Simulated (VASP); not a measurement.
A run of VASP 6.6.1:

INCAR

```
SYSTEM = VN
PREC = Accurate ; ENCUT = 520
EDIFF = 1E-6 ; ISMEAR = 0
SIGMA = 0.1 ; LREAL = .False.
LASPH = .True. ; NELM = 100
ALGO = Normal ; ISIF = 2
LWAVE = .False. ; LCHARG = .False.
LDIPOL = .True. ; IDIPOL = 3
DIPOL = 0.5 0.5 0.500 ; GGA = PS
NBANDS = 56
```

The input KPOINTS:

```
regular mesh
0
Gamma
  15 15 1
  0 0 0
```

Contents of POSCAR:

```
VN
1.0
    2.7103489753      0.0000000000      0.0000000000
   -1.3551744877      2.3472310657      0.0000000000
    0.0000000000      0.0000000000     26.7961333239
N V
5 5
Direct
    0.3333333333      0.6666666667      0.2798911287
    0.3333333333      0.6666666667      0.3777172937
    0.3333333333      0.6666666667      0.4755434587
    0.3333333333      0.6666666667      0.5733696238
    0.3333333333      0.6666666667      0.6711957888
    0.6666666667      0.3333333333      0.3288042112
    0.6666666667      0.3333333333      0.4266303762
    0.6666666667      0.3333333333      0.5244565413
    0.6666666667      0.3333333333      0.6222827063
    0.6666666667      0.3333333333      0.7201088713
```

Potentials or basis: VASP PAW PBE potentials, release 64 (N, V_sv).

The run is started by

```bash
$ cat potpaw_PBE.64/N/POTCAR potpaw_PBE.64/V_sv/POTCAR > POTCAR
$ mpirun -np 1 vasp_std > vasp.out
```

Hardware: 1 thread of Intel(R) Xeon(R) Platinum 8375C CPU @ 2.90GHz (Ice Lake), with other jobs on the host.

Task: Estimate the wall time of this run.

Result: Wall time 14 min on 1 thread of Intel(R) Xeon(R) Platinum 8375C CPU @ 2.90GHz (Ice Lake), on a shared host, peak memory 0.38 GiB. Counts: scf iterations 48, k points 27.
